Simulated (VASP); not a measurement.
# YGaS (P4_2/mmc) in VASP: notebook

YGaS is run at these levels: PBE; tasks: single point, relaxation of cell and atoms.

Program: VASP 6.6.1. These are calculated values, not measurements. Logs are shortened: lines on timing, memory, paths and dates and some standing lists are left out, and cuts for length are marked.

## 1. The cell of the first run

Symmetry: P4_2/mmc, No. 131, tetragonal system. The conventional cell has a = 4.331 Å, b = 4.331 Å, c = 6.125 Å, α = 90.00°, β = 90.00°, γ = 90.00°. Y (site symmetry -4m2) has 4 S at 2.65 Å and 2 Y at 3.06 Å and 4 Ga at 3.06 Å within 3.5 Å. Ga (site symmetry -4m2) has 4 S at 2.65 Å and 2 Ga at 3.06 Å and 4 Y at 3.06 Å within 3.5 Å. S (site symmetry mmm) has 4 Y at 2.65 Å and 4 Ga at 2.65 Å within 3.5 Å.

## 2. Single point, PBE

The input, INCAR:

```
ALGO = Normal
EDIFF = 1E-7
ENCUT = 520
GGA = PE
ISIF = 2
ISMEAR = 0
LASPH = T
LCHARG = T
LELF = T
LREAL = F
LVHAR = T
LWAVE = F
NBANDS = 39
NELM = 100
PREC = Accurate
SIGMA = 0.1
```

The input, KPOINTS:

```
k-points
0
Gamma
  4 4 4
```

The input, POSCAR:

```
YGaS
1.0
    4.3306978700      0.0000000000      0.0000000000
    0.0000000000      4.3306978700      0.0000000000
    0.0000000000      0.0000000000      6.1245316600
Y Ga S
2 2 2
Direct
    0.5000000000      0.5000000000      0.2500000000
    0.5000000000      0.5000000000      0.7500000000
    0.0000000000      0.0000000000      0.7500000000
    0.0000000000      0.0000000000      0.2500000000
    0.0000000000      0.5000000000      0.0000000000
    0.5000000000      0.0000000000      0.5000000000
```

Potentials or basis: VASP PAW PBE potentials, release 64 (Y_sv, Ga_d, S).

The run is started by

```bash
$ cat potpaw_PBE.64/Y_sv/POTCAR potpaw_PBE.64/Ga_d/POTCAR potpaw_PBE.64/S/POTCAR > POTCAR
$ mpirun -np 1 vasp_std > vasp.out
```

OUTCAR:

```text
EDIFF = 1E-7
   ENCUT = 520
   GGA = PE
   ISIF = 2
   ISMEAR = 0
   LASPH = T
   LREAL = F
   NELM = 100
   PREC = Accurate

 ion  position               nearest neighbor table
   1  0.500  0.500  0.250-   5 2.65   6 2.65   6 2.65   5 2.65   2 3.06   2 3.06   4 3.06   4 3.06
                             4 3.06   4 3.06
   2  0.500  0.500  0.750-   5 2.65   6 2.65   6 2.65   5 2.65   1 3.06   1 3.06   3 3.06   3 3.06
                             3 3.06   3 3.06
   3  0.000  0.000  0.750-   5 2.65   6 2.65   5 2.65   6 2.65   2 3.06   2 3.06   2 3.06   2 3.06

   4  0.000  0.000  0.250-   5 2.65   6 2.65   5 2.65   6 2.65   1 3.06   1 3.06   1 3.06   1 3.06

   5  0.000  0.500  0.000-   1 2.65   2 2.65   3 2.65   4 2.65   3 2.65   4 2.65   1 2.65   2 2.65

   6  0.500  0.000  0.500-   1 2.65   2 2.65   3 2.65   4 2.65   1 2.65   2 2.65   3 2.65   4 2.65

  LATTYP: Found a simple tetragonal cell.
 ALAT       =     4.3306978700
 C/A-ratio  =     1.4142135618

  Lattice vectors:

 A1 = (   4.3306978700,   0.0000000000,   0.0000000000)
 A2 = (   0.0000000000,   4.3306978700,   0.0000000000)
 A3 = (   0.0000000000,   0.0000000000,   6.1245316600)

Analysis of symmetry for initial positions (statically):
=====================================================================
 Subroutine PRICEL returns:
 Original cell was already a primitive cell.

 Routine SETGRP: Setting up the symmetry group for a
 simple tetragonal supercell.

 Subroutine GETGRP returns: Found 16 space group operations
 (whereof  8 operations were pure point group operations)
 out of a pool of 16 trial point group operations.

The static configuration has the point symmetry D_2h.
 The point group associated with its full space group is D_4h.

Analysis of symmetry for dynamics (positions and initial velocities):
=====================================================================
 Subroutine PRICEL returns:
 Original cell was already a primitive cell.

 Routine SETGRP: Setting up the symmetry group for a
 simple tetragonal supercell.

 Subroutine GETGRP returns: Found 16 space group operations
 (whereof  8 operations were pure point group operations)
 out of a pool of 16 trial point group operations.

The dynamic configuration has the point symmetry D_2h.
 The point group associated with its full space group is D_4h.

 Subroutine INISYM returns: Found 16 space group operations
 (whereof  8 operations are pure point group operations),
 and found     1 'primitive' translations

----------------------------------------------------------------------------------------

                                     Primitive cell

  volume of cell :     114.8652

  direct lattice vectors                    reciprocal lattice vectors
     4.330697870  0.000000000  0.000000000     0.230909666  0.000000000  0.000000000
     0.000000000  4.330697870  0.000000000     0.000000000  0.230909666  0.000000000
     0.000000000  0.000000000  6.124531660     0.000000000  0.000000000  0.163277791

  length of vectors
     4.330697870  4.330697870  6.124531660     0.230909666  0.230909666  0.163277791

  position of ions in fractional coordinates (direct lattice)
     0.500000000  0.500000000  0.250000000
     0.500000000  0.500000000  0.750000000
     0.000000000  0.000000000  0.750000000
     0.000000000  0.000000000  0.250000000
     0.000000000  0.500000000  0.000000000
     0.500000000  0.000000000  0.500000000

  ion indices of the primitive-cell ions
   primitive index   ion index
                 1           1
                 2           2
                 3           3
                 4           4
                 5           5
                 6           6

----------------------------------------------------------------------------------------

 KPOINTS: k-points

Automatic generation of k-mesh.
 Grid dimensions read from file:
 generate k-points for:    4    4    4

 Generating k-lattice:

  Cartesian coordinates                     Fractional coordinates (reciprocal lattice)
     0.057727417  0.000000000  0.000000000     0.250000000  0.000000000  0.000000000
     0.000000000  0.057727417  0.000000000     0.000000000  0.250000000  0.000000000
     0.000000000  0.000000000  0.040819448     0.000000000  0.000000000  0.250000000

  Length of vectors
     0.057727417  0.057727417  0.040819448

  Shift w.r.t. Gamma in fractional coordinates (k-lattice)
     0.000000000  0.000000000  0.000000000

 Subroutine IBZKPT returns following result:
 ===========================================

 Found     18 irreducible k-points:

 Following reciprocal coordinates:
            Coordinates               Weight
  0.000000  0.000000  0.000000      1.000000
  0.250000  0.000000  0.000000      4.000000
  0.500000  0.000000  0.000000      2.000000
  0.250000  0.250000  0.000000      4.000000
  0.500000  0.250000  0.000000      4.000000
  0.500000  0.500000  0.000000      1.000000
[... 10 lines left out ...]
  0.500000  0.250000  0.500000      4.000000
  0.500000  0.500000  0.500000      1.000000
   k-points           NKPTS =     18   k-points in BZ     NKDIM =     18   number of bands    NBANDS=     39
   number of dos      NEDOS =    301   number of ions     NIONS =      6
   total plane-waves  NPLWV =  49152
   dimension x,y,z NGX =    32 NGY =   32 NGZ =   48
   dimension x,y,z NGXF=    64 NGYF=   64 NGZF=   96
   ions per type =               2   2   2
   NGX,Y,Z   is equivalent  to a cutoff of  12.28, 12.28, 13.03 a.u.
   NGXF,Y,Z  is equivalent  to a cutoff of  24.57, 24.57, 26.06 a.u.
 SYSTEM =  unknown system
   PREC   = accura    normal or accurate (medium, high low for compatibility)
   ISTART =      0    job   : 0-new  1-cont  2-samecut
   ICHARG =      2    charge: 1-file 2-atom 10-const
   ISPIN  =      1    spin polarized calculation?
   LNONCOLLINEAR =      F non collinear calculations
   LSORBIT =      F    spin-orbit coupling
   LASPH  =      T    aspherical Exc in radial PAW
   ENCUT  =  520.0 eV  38.22 Ry    6.18 a.u.   8.05  8.05 11.39*2*pi/ulx,y,z
   NELM   =    100;   NELMIN=  2; NELMDL= -5     # of ELM steps
   EDIFF  = 0.1E-06   stopping-criterion for ELM
   LREAL  =      F    real-space projection
   EDIFFG = 0.1E-05   stopping-criterion for IOM
   NSW    =      0    number of steps for IOM
   IBRION =     -1    ionic relax: 0-MD 1-quasi-New 2-CG
   NFREE  =      0    steps in history (QN), initial steepest desc. (CG)
   ISIF   =      2    stress and relaxation
   ISYM   =      2    0-nonsym 1-usesym 2-fastsym
   POTIM  = 0.5000    time-step for ionic-motion
   TEBEG  =    0.0;   TEEND  =   0.0 temperature during run
   PSTRESS=    0.0 pullay stress
   NELECT =      60.0000    total number of electrons
   NUPDOWN=      -1.0000    fix difference up-down
   EMIN   =  10.00;   EMAX   =-10.00  energy-range for DOS
   EFERMI =   0.00;   METHOD = LEGACY
   ISMEAR =     0;   SIGMA  =   0.10  broadening in eV -4-tet -1-fermi 0-gaus
   EFERMI_NEDOS =   21; number of points for ismear=-14 and -15
   IALGO  =     38    algorithm
   IMIX   =      4    mixing-type and parameters
     AMIX     =   0.40;   BMIX     =  1.00
     AMIX_MAG =   1.60;   BMIX_MAG =  1.00
  volume/ion in A,a.u.               =      19.14       129.19
  Fermi-wavevector in a.u.,A,eV,Ry     =   1.318446  2.491502 23.651007  1.738300
  Thomas-Fermi vector in A             =   2.448415
   LORBIT       =      0    0 simple, 1 ext, 2 COOP (PROOUT), +10 PAW based schemes
   GGA     = PE    functional components
   LHFCALC =     F    Hartree Fock is set to
   AEXX    =    0.0000 exact exchange contribution
   IVDW    =     0    specifies the selected vdW correction
   LEPSILON=     F    determine dielectric tensor
   LRPA    =     F    only Hartree local field effects (RPA)
 non-spin polarized calculation
 Gauss-broadening in eV      SIGMA  =   0.10
  energy-cutoff  :      520.00
  volume of cell :      114.87
 maximum number of plane-waves:      3144
   NGX = 17   NGY = 17   NGZ = 23

 number of electron      60.0000041 magnetization

 Free energy of the ion-electron system (eV)
  ---------------------------------------------------
  ext. energy  EPLUGINS =         0.00000000
  ---------------------------------------------------
  free energy    TOTEN  =       -29.83474371 eV

  energy without entropy =      -29.82121607  energy(sigma->0) =      -29.82797989

 E-fermi :   6.5528     XC(G=0): -10.8530

 val. band max:        6.3715683679   @ k =   0.2500   0.0000   0.2500
 cond. band min:       6.5540177797   @ k =   0.2500   0.0000   0.5000
 fundamental gap:      0.1824494118
 Fermi energy:         6.5528283831

 k-point     1 :       0.0000    0.0000    0.0000
  band No.  band energies     occupation
      1     -36.2182      2.00000
      2     -36.0732      2.00000
      3     -17.0474      2.00000
      4     -16.3722      2.00000
      5     -16.3722      2.00000
      6     -16.1786      2.00000
[... 31 lines left out ...]
     38      10.1153      0.00000
     39      10.4104      0.00000

 k-point     2 :       0.2500    0.0000    0.0000
  band No.  band energies     occupation
      1     -36.2166      2.00000
      2     -36.0720      2.00000
      3     -17.0299      2.00000
      4     -16.4563      2.00000
      5     -16.3700      2.00000
      6     -16.2213      2.00000
[... 31 lines left out ...]
     38      10.1732      0.00000
     39      10.5790      0.00000

 k-point     3 :       0.5000    0.0000    0.0000
  band No.  band energies     occupation
      1     -36.2149      2.00000
      2     -36.0708      2.00000
      3     -17.0099      2.00000
      4     -16.5402      2.00000
      5     -16.3677      2.00000
      6     -16.2632      2.00000
[... 580 lines left out ...]
 k-point    17 :       0.5000    0.2500    0.5000
  band No.  band energies     occupation
      1     -36.1424      2.00000
      2     -36.1421      2.00000
      3     -16.4544      2.00000
      4     -16.4185      2.00000
      5     -16.3781      2.00000
      6     -16.3487      2.00000
[... 31 lines left out ...]
     38       9.9881      0.00000
     39      10.6014      0.00000

 k-point    18 :       0.5000    0.5000    0.5000
  band No.  band energies     occupation
      1     -36.1409      2.00000
      2     -36.1409      2.00000
      3     -16.4455      2.00000
      4     -16.4455      2.00000
      5     -16.3739      2.00000
      6     -16.3739      2.00000
[... 31 lines left out ...]
     38      10.1669      0.00000
     39      11.0267      0.00000

------------------------ aborting loop because EDIFF is reached ----------------------------------------

  FORCE on cell =-STRESS in cart. coord.  units (eV):
  Direction    XX          YY          ZZ          XY          YZ          ZX
  --------------------------------------------------------------------------------------
  -------------------------------------------------------------------------------------
  Total        6.4353682      6.4353682     16.8580690      0.0000000      0.0000000      0.0000000
  in kB       89.7625794     89.7625794    235.1417540      0.0000000      0.0000000      0.0000000
  external PRESSURE =     138.2223042 kB  Pullay stress =       0.0000000 kB

 VOLUME and BASIS-vectors are now :
 -----------------------------------------------------------------------------
  energy-cutoff  :      520.00
  volume of cell :      114.87
      direct lattice vectors                 reciprocal lattice vectors
     4.330697870  0.000000000  0.000000000     0.230909666  0.000000000  0.000000000
     0.000000000  4.330697870  0.000000000     0.000000000  0.230909666  0.000000000
     0.000000000  0.000000000  6.124531660     0.000000000  0.000000000  0.163277791

 POSITION                                       TOTAL-FORCE (eV/Angst)
 -----------------------------------------------------------------------------------
      2.16535      2.16535      1.53113         0.000000     -0.000000      0.000000
      2.16535      2.16535      4.59340        -0.000000      0.000000      0.000000
      0.00000      0.00000      4.59340         0.000000      0.000000     -0.000000
      0.00000      0.00000      1.53113         0.000000      0.000000     -0.000000
      0.00000      2.16535      0.00000         0.000000      0.000000      0.000000
      2.16535      0.00000      3.06227         0.000000      0.000000      0.000000
 -----------------------------------------------------------------------------------
    total drift:                                0.000000     -0.000000      0.000000

  FREE ENERGIE OF THE ION-ELECTRON SYSTEM (eV)
  ---------------------------------------------------
  free  energy   TOTEN  =       -29.8347437060 eV

  energy  without entropy=      -29.8212160739  energy(sigma->0) =      -29.82797989
```

Run time: 38 s. Hardware: 1 thread of Intel Xeon 6975P-C (Granite Rapids), shared host; peak memory 0.26 GiB.

Results:

```
Free energy            : -29.8347 eV
Pressure               : 13.8 GPa
Band gap on the k mesh : zero (band 30 reaches 7.58 eV, above the bottom of band 31 at 6.37 eV)
```

Stress tensor (GPa, compression positive):
```
 8.98  0.00  0.00
 0.00  8.98  0.00
 0.00  0.00 23.51
```

Caveat: the k points lie up to 0.36 Å⁻¹ apart.

(Part 1 of 2 ends here.)
